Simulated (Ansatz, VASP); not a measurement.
# Two plane-wave programs on Au

Contents of INCAR:

```
ALGO = Normal ; EDIFF = 1E-7
EDIFFG = -0.01 ; ENCUT = 540
GGA = CA ; GGA_COMPAT = False
IBRION = 2 ; ISIF = 3
ISMEAR = -1 ; LASPH = True
LCHARG = False ; LREAL = False
LWAVE = False ; NELM = 120
NELMIN = 4 ; NSW = 60
PREC = Accurate ; SIGMA = 0.05
```

The input KPOINTS:

```
k-points
0
Gamma
  11 11 11
```

The input POSCAR:

```
Au
1.0
   -1.6572690000      1.6572690000      1.6572690000
    1.6572690000     -1.6572690000      1.6572690000
    1.6572690000      1.6572690000     -1.6572690000
Au
1
Direct
    0.0000000000      0.0000000000      0.0000000000
```

Contents of input.yaml:

```yaml
crystal:
  lattice:
    - [-1.657269, 1.657269, 1.657269]
    - [1.657269, -1.657269, 1.657269]
    - [1.657269, 1.657269, -1.657269]
  atoms:
    - { symbol: Au, position: [0.0, 0.0, 0.0] }
hamiltonian:
  xc: lda
  pseudopotentials: { kind: paw }
kpoints:
  mp_grid: { grid: [11, 11, 11] }
scf:
  occupations: { method: fermi_dirac, width: 0.05 }
output:
  forces: true
  stress: true
  eigenvalues: true
relax:
  f_tol: 0.01
  max_steps: 40
  cell: { stress_tol: 0.05 }
```

Alike in both runs: task relaxation of cell and atoms; functional LDA; k mesh 11 × 11 × 11; occupations fermi-dirac, width 0.05 eV; no spin polarisation.

|  | VASP | Ansatz |
| --- | --- | --- |
| version | VASP 6.6.1 | Ansatz 0.2.0 |
| potentials or method | VASP PAW LDA potentials, release 64 (Au_sv_GW) | Ansatz PAW |
| plane-wave cutoff (eV) | 540 | 420 |
| valence electrons in the cell | 19 | 19 |

|  | VASP | Ansatz | Ansatz less VASP |
| --- | --- | --- | --- |
| gap on the k mesh at the Fermi level, each at its own relaxed structure (eV) | none | none | - |
| relaxed volume (Å³/atom) | 16.71 | 16.64 | -0.068 |
| relaxed length of the cell vector where the two differ most in proportion (Å) | 2.789 | 2.786 | -0.0038 |

LDA's correlation is that of Perdew and Zunger in VASP and of Perdew and Wang (1992) in Ansatz. A gap of «none» marks a metal or a gap that the smearing closes.

Spin-orbit coupling is off throughout. Noted on Ansatz's run: the plane-wave basis is chosen anew once the cell has moved, so the energies of steps on either side of that aren't comparable.
